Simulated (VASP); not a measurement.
Runs of VASP 6.6.1 on Al2O. The structure is that of space group I4/mmm (No. 139), or close to it. The cells are those of the table. 

```csv
task,spin,cell,k mesh,cutoff (eV),gap on the mesh (eV),pressure (GPa),moment (μB),relaxed volume (Å³/atom),largest force (eV/Å)
single point,"collinear, ferromagnetic start","a = 5.027 Å, angles 147.4, 147.4, 46.7°, 3 atoms",8 × 8 × 8,520,none,0.0,0.00,-,0.01
single point,off,"a = 5.027 Å, angles 147.4, 147.4, 46.7°, 3 atoms",8 × 8 × 8,520,none,0.0,-,-,-
relaxation of cell and atoms,off,"relaxed from a = 5.027 Å, angles 147.4, 147.4, 46.7°, 3 atoms",22 × 22 × 22,600,none,0.0,-,(a),0.01
relaxation of cell and atoms,off,"relaxed from a = 5.164 Å, angles 149.0, 149.0, 44.5°, 3 atoms",8 × 8 × 8,600,none,0.3,-,12.18,0.03
single point,off,"a = 5.164 Å, angles 149.0, 149.0, 44.5°, 3 atoms",8 × 8 × 8,520,none,1.8,-,-,0.69
single point,"collinear, ferromagnetic start","a = 5.164 Å, angles 149.0, 149.0, 44.5°, 3 atoms",8 × 8 × 8,520,none,1.8,0.00,-,0.69
single point,off,"a = 5.041 Å, angles 147.7, 147.7, 46.3°, 3 atoms",22 × 22 × 22,520,none,-0.1,-,-,-
```

Alike in all rows: level PBE; potentials or basis VASP PAW PBE potentials, release 64 (Al, O); smearing gaussian 0.1 eV.

**Question.** Estimate the missing entries.

**Answer.** (a) 12.13.

Caveats: some runs use coarse meshes.

A gap of «none» marks levels without a gap at the run's occupations.
